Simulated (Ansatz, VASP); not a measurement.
## One calculation of AlGa3N4, two programs

```
CELL_PARAMETERS angstrom
4.46534 0.00000 0.00000
0.00000 4.46534 0.00000
0.00000 0.00000 4.35371
ATOMIC_POSITIONS crystal
Al 0.00000 0.00000 0.00000
Ga 0.50000 0.50000 0.00000
Ga 0.50000 0.00000 0.50000
Ga 0.00000 0.50000 0.50000
N 0.75535 0.75535 0.24465
N 0.75535 0.24465 0.75535
N 0.24465 0.75535 0.75535
N 0.24465 0.24465 0.24465
```

Change from the starting cell: strain +0.000 along x and y, -0.025 along z, atoms carried along.

Alike in both runs: task single point; functional r2SCAN; k mesh 6 × 6 × 6; occupations gaussian, width 0.05 eV; no spin polarisation.

```csv
,VASP,Ansatz
version,VASP 6.6.1,Ansatz 0.2.0
potentials or method,"VASP PAW PBE potentials, release 64 (Al, Ga_d, N_h), cutoff 910 eV","scalar-relativistic, plane waves, PAW"
valence electrons in the cell,62,62
```

```tsv
	VASP	Ansatz	Ansatz less VASP
gap on the k mesh at the Fermi level (eV)	2.92	2.93	+0.003
least direct gap on the mesh (eV)	2.92	2.93	+0.003
rms of the force components (eV/Å)	0.038	0.011	-0.0267
```

VASP's potentials were made for PBE, not for r2SCAN. Atom by atom the forces differ by 0.035 eV/Å (rms over components). With one functional, cell and mesh, what is left measures potentials, basis and numerics.

Noted on VASP's run: the cutoff is under 1.25 times that of the potentials, so the pressure is a little rough.
